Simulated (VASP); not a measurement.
Crystal: SnTe.

```xyz
2
Lattice="4.4042 0.0000 0.0000 0.0000 4.4042 0.0000 0.0000 0.0000 3.3530" Properties=species:S:1:pos:R:3 pbc="T T T"
Sn    2.2021    2.2021    0.0000
Te    0.0000    0.0000    0.0000
```

The cell was generated, and may not be a known phase.

| Quantity | Value |
| --- | --- |
| Program | VASP 6.6.1 |
| Task | relaxation of cell and atoms |
| Functional | PBE |
| Potentials or basis | VASP PAW PBE potentials, release 64 (Sn_d, Te) |
| Cutoff | 600 eV |
| k mesh | 12 × 12 × 16 |
| Occupations | gaussian, width 0.1 eV |
| Spin | no spin polarisation |

At the start: pressure -0.1 GPa; volume 32.52 Å³/atom.

**Question.** Where does the relaxation end?

**Answer.** Over 9 steps the energy falls by 27.0 meV/atom and the volume is 32.06 Å³/atom (-1.4 %); space group P4/mmm (No. 123, to 0.1 Å) before and after.

Step by step:
| step | energy change (eV) | largest force (eV/Å) | pressure (GPa) | volume (Å³) |
| --- | --- | --- | --- | --- |
| 1 | 0.0000 | 0.0000 | -0.12 | 65.04 |
| 2 | -0.0490 | 0.0000 | -0.27 | 64.75 |
| 3 | -0.0503 | 0.0000 | -0.28 | 64.53 |
| 4 | -0.0535 | 0.0000 | -0.31 | 64.64 |
| 5 | -0.0535 | 0.0000 | -0.29 | 64.63 |
| 6 | -0.0540 | 0.0000 | 0.04 | 64.05 |
| 7 | -0.0540 | 0.0000 | 0.01 | 64.11 |
| 8 | -0.0540 | 0.0000 | -0.02 | 64.13 |
| 9 | -0.0540 | 0.0000 | 0.00 | 64.13 |

Final structure:
```
CELL_PARAMETERS angstrom
4.48392 0.00000 0.00000
0.00000 4.48392 0.00000
0.00000 0.00000 3.18945
ATOMIC_POSITIONS crystal
Sn 0.50000 0.50000 0.00000
Te 0.00000 0.00000 0.00000
```
